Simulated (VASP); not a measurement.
A run of VASP 6.6.1 is set up as follows.

INCAR

```
SYSTEM = Sn4HO8
  PREC = Accurate
  ENCUT = 520
  EDIFF = 1E-6
  ISMEAR = 0
  SIGMA = 0.02
  LREAL = .False.
  LASPH = .True.
  NELM = 80
  ALGO = Normal
  ISIF = 2
  LWAVE = .False.
  LCHARG = .False.
  GGA = PE
  NBANDS = 64
  NELECT = 104.0
```

KPOINTS

```
Automatic mesh
0
Gamma
  3 3 3
  0 0 0
```

POSCAR

```
Sn4HO8
1.0
    0.0000000000      4.8271903386     -3.2381522514
    0.0000000000     -4.8271903386     -3.2381522514
   -4.8271903386      0.0000000000      3.2381522514
Sn O H
4 8 1
Direct
    0.2584707962      0.7562752811      0.5125149055
    0.7248452052      0.2428905200      0.4654906565
   -0.0036205884     -0.0092712875      1.0000225103
    0.5115023180      0.5058833144      0.9999775566
    0.5601971578      0.7698862169      0.8278074241
    0.0420513232      0.2986024250      0.8384885857
    0.9510292848      0.7092389433      0.1580646186
    0.4260779337      0.2274760695      0.1512931848
    0.4733179581      0.1941261497      0.6640566821
   -0.0277952573      0.6929790971      0.6641020501
    0.5170621703      0.8070206972      0.3191579142
    0.0144581369      0.3043460224      0.3192488574
    0.0251642736      0.4448378016     -0.0321120547
```

Potentials or basis: VASP PAW PBE potentials, release 64 (Sn_d, O, H).

Command:

```sh
$ cat potpaw_PBE.64/Sn_d/POTCAR potpaw_PBE.64/O/POTCAR potpaw_PBE.64/H/POTCAR > POTCAR
$ mpirun -np 1 vasp_std > vasp.out
```

Q: What does it give for the largest force?

A: 0.091 eV/Å.

Forces in eV/Å, atoms in the order of the input:
```
Sn   0.011 -0.002 -0.001
Sn  -0.006  0.008  0.000
Sn   0.003  0.000 -0.014
Sn   0.003 -0.001  0.016
O    0.010 -0.024  0.000
O    0.031  0.052  0.000
O   -0.014  0.040  0.000
O    0.005  0.000 -0.001
O   -0.002 -0.012 -0.007
O   -0.002 -0.012  0.007
O    0.006  0.013  0.012
O    0.007  0.012 -0.011
H   -0.052 -0.075 -0.001
```

Caveat: the k points lie up to 0.45 Å⁻¹ apart; the cell carries a net charge on a neutralising background, which shifts energy and pressure.
